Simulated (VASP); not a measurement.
# Bi2Te3 (R3m) in VASP: single point with PBEsol

Aim: the single point of Bi2Te3 with PBEsol.

All numbers are computed with VASP 6.6.1; they aren't measurements. Logs are shortened: lines on timing, memory, paths and dates and some standing lists are left out, and cuts for length are marked.

## (1) The cell of the first run

It takes space group R3m (No. 160, trigonal). The conventional cell has a = 4.663 Å, b = 4.663 Å, c = 26.776 Å, α = 90.00°, β = 90.00°, γ = 120.00°. Within 4.0 Å of Bi (site symmetry 3m) lie 3 Te at 3.06 Å and 3 Bi at 3.39 Å. Bi (site symmetry 3m) has 9 Te at 3.26 to 4.43 Å and 9 Bi at 3.39 to 4.66 Å within 4.7 Å. Te (site symmetry 3m) has 6 Te at 3.08 to 3.40 Å within 4.1 Å. Te (site symmetry 3m) has 3 Bi at 3.06 Å and 3 Te at 3.40 Å within 4.0 Å. Within 4.1 Å of Te (site symmetry 3m) lie 3 Te at 3.08 Å and 3 Bi at 3.26 Å.

## (2) Single point, PBEsol

INCAR

```
ALGO     = Normal         # electronic algorithm
EDIFF    = 1E-6           # SCF threshold, eV
ENCUT    = 520            # plane-wave cutoff, eV
GGA      = PS             # functional
ISIF     = 2              # what is computed and relaxed
ISMEAR   = 0              # smearing method
LASPH    = True           # aspherical terms in the spheres
LCHARG   = True           # write CHGCAR
LELF     = True           # ELF
LREAL    = False          # projectors in reciprocal space
LVHAR    = True         
LWAVE    = False          # write WAVECAR
NBANDS   = 32             # bands
NELM     = 60             # most SCF steps
PREC     = Accurate       # precision mode
SIGMA    = 0.15           # smearing width, eV
```

KPOINTS

```
k-points
0
Gamma
  12 12 12
```

POSCAR

```
Bi2Te3
1.0
    2.3314423172      1.3460588494      8.9253172102
   -2.3314423172      1.3460588494      8.9253172102
    0.0000000000     -2.6921176989      8.9253172102
Bi Te
2 3
Direct
    0.8120000000      0.8120000000      0.8120000000
    0.4020000000      0.4020000000      0.4020000000
    0.6110000000      0.6110000000      0.6110000000
    0.2000000000      0.2000000000      0.2000000000
    0.0000000000      0.0000000000      0.0000000000
```

Potentials or basis: VASP PAW PBE potentials, release 64 (Bi_d, Te).

The run is started by

```
cat potpaw_PBE.64/Bi_d/POTCAR potpaw_PBE.64/Te/POTCAR > POTCAR
mpirun -np 1 vasp_std > vasp.out
```

OUTCAR:

```text
EDIFF = 1E-6
   ENCUT = 520
   GGA = PS
   ISIF = 2
   ISMEAR = 0
   LASPH = True
   LREAL = False
   NELM = 60
   PREC = Accurate

 ion  position               nearest neighbor table
   1  0.812  0.812  0.812-   4 3.06   4 3.06   4 3.06   2 3.39   2 3.39   2 3.39
   2  0.402  0.402  0.402-   5 3.26   5 3.26   5 3.26   1 3.39   1 3.39   1 3.39
   3  0.611  0.611  0.611-   5 3.08   5 3.08   5 3.08   4 3.40   4 3.40   4 3.40
   4  0.200  0.200  0.200-   1 3.06   1 3.06   1 3.06   3 3.40   3 3.40   3 3.40
   5  0.000  0.000  0.000-   3 3.08   3 3.08   3 3.08   2 3.26   2 3.26   2 3.26

  LATTYP: Found a trigonal (rhomboedric) cell.
 ALAT       =     9.3224881339
 COS(alpha) =     0.8749119947

  Lattice vectors:

 A1 = (   2.3314423172,   1.3460588494,   8.9253172102)
 A2 = (  -2.3314423172,   1.3460588494,   8.9253172102)
 A3 = (   0.0000000000,  -2.6921176989,   8.9253172102)

Analysis of symmetry for initial positions (statically):
=====================================================================
 Subroutine PRICEL returns:
 Original cell was already a primitive cell.

 Routine SETGRP: Setting up the symmetry group for a
 trigonal (rhombohedral) supercell.

 Subroutine GETGRP returns: Found  6 space group operations
 (whereof  6 operations were pure point group operations)
 out of a pool of 12 trial point group operations.

The static configuration has the point symmetry C_3v.

Analysis of symmetry for dynamics (positions and initial velocities):
=====================================================================
 Subroutine PRICEL returns:
 Original cell was already a primitive cell.

 Routine SETGRP: Setting up the symmetry group for a
 trigonal (rhombohedral) supercell.

 Subroutine GETGRP returns: Found  6 space group operations
 (whereof  6 operations were pure point group operations)
 out of a pool of 12 trial point group operations.

The dynamic configuration has the point symmetry C_3v.

 Subroutine INISYM returns: Found  6 space group operations
 (whereof  6 operations are pure point group operations),
 and found     1 'primitive' translations

----------------------------------------------------------------------------------------

                                     Primitive cell

  volume of cell :     168.0597

  direct lattice vectors                    reciprocal lattice vectors
     2.331442317  1.346058849  8.925317210     0.214459520  0.123818262  0.037346945
    -2.331442317  1.346058849  8.925317210    -0.214459520  0.123818262  0.037346945
     0.000000000 -2.692117699  8.925317210     0.000000000 -0.247636523  0.037346945

  length of vectors
     9.322488134  9.322488134  9.322488134     0.250436902  0.250436902  0.250436902

  position of ions in fractional coordinates (direct lattice)
     0.812000000  0.812000000  0.812000000
     0.402000000  0.402000000  0.402000000
     0.611000000  0.611000000  0.611000000
     0.200000000  0.200000000  0.200000000
     0.000000000  0.000000000  0.000000000

  ion indices of the primitive-cell ions
   primitive index   ion index
                 1           1
                 2           2
                 3           3
                 4           4
                 5           5

----------------------------------------------------------------------------------------

 KPOINTS: k-points

Automatic generation of k-mesh.
 Grid dimensions read from file:
 generate k-points for:   12   12   12

 Generating k-lattice:

  Cartesian coordinates                     Fractional coordinates (reciprocal lattice)
     0.017871627  0.010318188  0.003112245     0.083333333  0.000000000 -0.000000000
    -0.017871627  0.010318188  0.003112245     0.000000000  0.083333333 -0.000000000
     0.000000000 -0.020636377  0.003112245     0.000000000  0.000000000  0.083333333

  Length of vectors
     0.020869742  0.020869742  0.020869742

  Shift w.r.t. Gamma in fractional coordinates (k-lattice)
     0.000000000  0.000000000  0.000000000

 Subroutine IBZKPT returns following result:
 ===========================================

 Found    189 irreducible k-points:

 Following reciprocal coordinates:
            Coordinates               Weight
  0.000000  0.000000  0.000000      1.000000
  0.083333  0.000000  0.000000      6.000000
  0.166667 -0.000000 -0.000000      6.000000
  0.250000  0.000000  0.000000      6.000000
  0.333333 -0.000000 -0.000000      6.000000
  0.416667  0.000000  0.000000      6.000000
[... 16 lines left out ...]
  0.500000  0.166667 -0.000000     12.000000
 -0.416667  0.166667  0.000000     12.000000
 [... further k-points ...]
   k-points           NKPTS =    189   k-points in BZ     NKDIM =    189   number of bands    NBANDS=     32
   number of dos      NEDOS =    301   number of ions     NIONS =      5
   total plane-waves  NPLWV = 343000
   dimension x,y,z NGX =    70 NGY =   70 NGZ =   70
   dimension x,y,z NGXF=   140 NGYF=  140 NGZF=  140
   ions per type =               2   3
   NGX,Y,Z   is equivalent  to a cutoff of  12.48, 12.48, 12.48 a.u.
   NGXF,Y,Z  is equivalent  to a cutoff of  24.97, 24.97, 24.97 a.u.
 SYSTEM =  unknown system
   PREC   = accura    normal or accurate (medium, high low for compatibility)
   ISTART =      0    job   : 0-new  1-cont  2-samecut
   ICHARG =      2    charge: 1-file 2-atom 10-const
   ISPIN  =      1    spin polarized calculation?
   LNONCOLLINEAR =      F non collinear calculations
   LSORBIT =      F    spin-orbit coupling
   LASPH  =      T    aspherical Exc in radial PAW
   ENCUT  =  520.0 eV  38.22 Ry    6.18 a.u.  17.33 17.33 17.33*2*pi/ulx,y,z
   NELM   =     60;   NELMIN=  2; NELMDL= -5     # of ELM steps
   EDIFF  = 0.1E-05   stopping-criterion for ELM
   LREAL  =      F    real-space projection
   EDIFFG = 0.1E-04   stopping-criterion for IOM
   NSW    =      0    number of steps for IOM
   IBRION =     -1    ionic relax: 0-MD 1-quasi-New 2-CG
   NFREE  =      0    steps in history (QN), initial steepest desc. (CG)
   ISIF   =      2    stress and relaxation
   ISYM   =      2    0-nonsym 1-usesym 2-fastsym
   POTIM  = 0.5000    time-step for ionic-motion
   TEBEG  =    0.0;   TEEND  =   0.0 temperature during run
   PSTRESS=    0.0 pullay stress
   NELECT =      48.0000    total number of electrons
   NUPDOWN=      -1.0000    fix difference up-down
   EMIN   =  10.00;   EMAX   =-10.00  energy-range for DOS
   EFERMI =   0.00;   METHOD = LEGACY
   ISMEAR =     0;   SIGMA  =   0.15  broadening in eV -4-tet -1-fermi 0-gaus
   EFERMI_NEDOS =   21; number of points for ismear=-14 and -15
   IALGO  =     38    algorithm
   IMIX   =      4    mixing-type and parameters
     AMIX     =   0.40;   BMIX     =  1.00
     AMIX_MAG =   1.60;   BMIX_MAG =  1.00
  volume/ion in A,a.u.               =      33.61       226.82
  Fermi-wavevector in a.u.,A,eV,Ry     =   1.078121  2.037353 15.814652  1.162344
  Thomas-Fermi vector in A             =   2.214051
   LORBIT       =      0    0 simple, 1 ext, 2 COOP (PROOUT), +10 PAW based schemes
   GGA     = PS    functional components
   LHFCALC =     F    Hartree Fock is set to
   AEXX    =    0.0000 exact exchange contribution
   IVDW    =     0    specifies the selected vdW correction
   LEPSILON=     F    determine dielectric tensor
   LRPA    =     F    only Hartree local field effects (RPA)
 non-spin polarized calculation
 Gauss-broadening in eV      SIGMA  =   0.15
  energy-cutoff  :      520.00
  volume of cell :      168.06
 maximum number of plane-waves:      4553
 NGX is ok and might be reduce to    70
   NGX = 35   NGY = 35   NGZ = 35

 number of electron      48.0000001 magnetization

 Free energy of the ion-electron system (eV)
  ---------------------------------------------------
  ext. energy  EPLUGINS =         0.00000000
  ---------------------------------------------------
  free energy    TOTEN  =       -18.94533525 eV

  energy without entropy =      -18.91752070  energy(sigma->0) =      -18.93142797

 E-fermi :   6.2632     XC(G=0):  -9.5632

 val. band max:        6.2601720020   @ k =   0.5000   0.5000   0.0833
 cond. band min:       6.2697622944   @ k =   0.4167   0.4167   0.2500
 fundamental gap:      0.0095902924
 Fermi energy:         6.2632433419

 k-point     1 :       0.0000    0.0000    0.0000
  band No.  band energies     occupation
      1     -16.6363      2.00000
      2     -16.6363      2.00000
      3     -16.6003      2.00000
      4     -16.6003      2.00000
      5     -16.5874      2.00000
      6     -16.2983      2.00000
[... 24 lines left out ...]
     31      11.0642      0.00000
     32      11.1763      0.00000

 k-point     2 :       0.0833    0.0000    0.0000
  band No.  band energies     occupation
      1     -16.6359      2.00000
      2     -16.6358      2.00000
      3     -16.6003      2.00000
      4     -16.6001      2.00000
      5     -16.5870      2.00000
      6     -16.2986      2.00000
[... 24 lines left out ...]
     31      10.5177      0.00000
     32      10.8699      0.00000

 k-point     3 :       0.1667   -0.0000   -0.0000
  band No.  band energies     occupation
      1     -16.6348      2.00000
      2     -16.6344      2.00000
      3     -16.6001      2.00000
      4     -16.5995      2.00000
      5     -16.5858      2.00000
      6     -16.2997      2.00000
[... 24 lines left out ...]
     31       9.9407      0.00000
     32      10.8097      0.00000

 k-point     4 :       0.2500    0.0000    0.0000
  band No.  band energies     occupation
      1     -16.6333      2.00000
      2     -16.6327      2.00000
      3     -16.6000      2.00000
      4     -16.5986      2.00000
      5     -16.5841      2.00000
      6     -16.3020      2.00000
[... 654 lines left out ...]
     31      10.4790      0.00000
     32      10.9126      0.00000

 k-point    23 :       0.5000    0.1667   -0.0000
  band No.  band energies     occupation
      1     -16.6352      2.00000
      2     -16.6243      2.00000
      3     -16.5994      2.00000
      4     -16.5966      2.00000
      5     -16.5808      2.00000
      6     -16.3076      2.00000
[... 24 lines left out ...]
     31      10.5356      0.00000
     32      10.8544      0.00000

 k-point    24 :      -0.4167    0.1667    0.0000
  band No.  band energies     occupation
      1     -16.6353      2.00000
      2     -16.6234      2.00000
      3     -16.5993      2.00000
      4     -16.5964      2.00000
      5     -16.5804      2.00000
      6     -16.3085      2.00000
[... 24 lines left out ...]
     31      10.4109      0.00000
     32      10.9940      0.00000

 [... further k-points ...]

------------------------ aborting loop because EDIFF is reached ----------------------------------------

  FORCE on cell =-STRESS in cart. coord.  units (eV):
  Direction    XX          YY          ZZ          XY          YZ          ZX
  --------------------------------------------------------------------------------------
  -------------------------------------------------------------------------------------
  Total       -1.2667113     -1.2667113     -1.4483653      0.0000000      0.0000000      0.0000000
  in kB      -12.0760411    -12.0760411    -13.8078179      0.0000000      0.0000000      0.0000000
  external PRESSURE =     -12.6533000 kB  Pullay stress =       0.0000000 kB

 VOLUME and BASIS-vectors are now :
 -----------------------------------------------------------------------------
  energy-cutoff  :      520.00
  volume of cell :      168.06
      direct lattice vectors                 reciprocal lattice vectors
     2.331442317  1.346058849  8.925317210     0.214459520  0.123818262  0.037346945
    -2.331442317  1.346058849  8.925317210    -0.214459520  0.123818262  0.037346945
     0.000000000 -2.692117699  8.925317210     0.000000000 -0.247636523  0.037346945

 POSITION                                       TOTAL-FORCE (eV/Angst)
 -----------------------------------------------------------------------------------
      0.00000     -0.00000     21.74207         0.000000      0.000000     -0.751301
      0.00000     -0.00000     10.76393         0.000000      0.000000     -0.154129
      0.00000     -0.00000     16.36011         0.000000      0.000000     -0.668739
      0.00000     -0.00000      5.35519         0.000000     -0.000000      0.776570
      0.00000      0.00000      0.00000         0.000000     -0.000000      0.797599
 -----------------------------------------------------------------------------------
    total drift:                                0.000000     -0.000000      0.000095

  FREE ENERGIE OF THE ION-ELECTRON SYSTEM (eV)
  ---------------------------------------------------
  free  energy   TOTEN  =       -18.9453352471 eV

  energy  without entropy=      -18.9175207004  energy(sigma->0) =      -18.93142797
```

Run time: 27 min. Hardware: 1 thread of Intel Xeon 6975P-C (Granite Rapids), shared host; peak memory 1.2 GiB.

Results:

```yaml
Free_energy: -18.9453 eV
Pressure: -1.3 GPa
Largest_force: 0.798 eV/Å
Band_gap_on_the_k_mesh: zero (bands 24 and 25 overlap by 0.99 eV)
```

Forces in eV/Å, atoms in the order of the input:
```
Bi   0.000  0.000 -0.751
Bi   0.000  0.000 -0.154
Te   0.000  0.000 -0.669
Te   0.000  0.000  0.777
Te   0.000  0.000  0.798
```

Stress tensor (GPa, compression positive):
```
-1.21  0.00  0.00
 0.00 -1.21  0.00
 0.00  0.00 -1.38
```

Caveat: the PAW data sets were made with another functional, which shifts forces and pressure a little; spin-orbit coupling is left out, which moves the levels of the heavy elements.
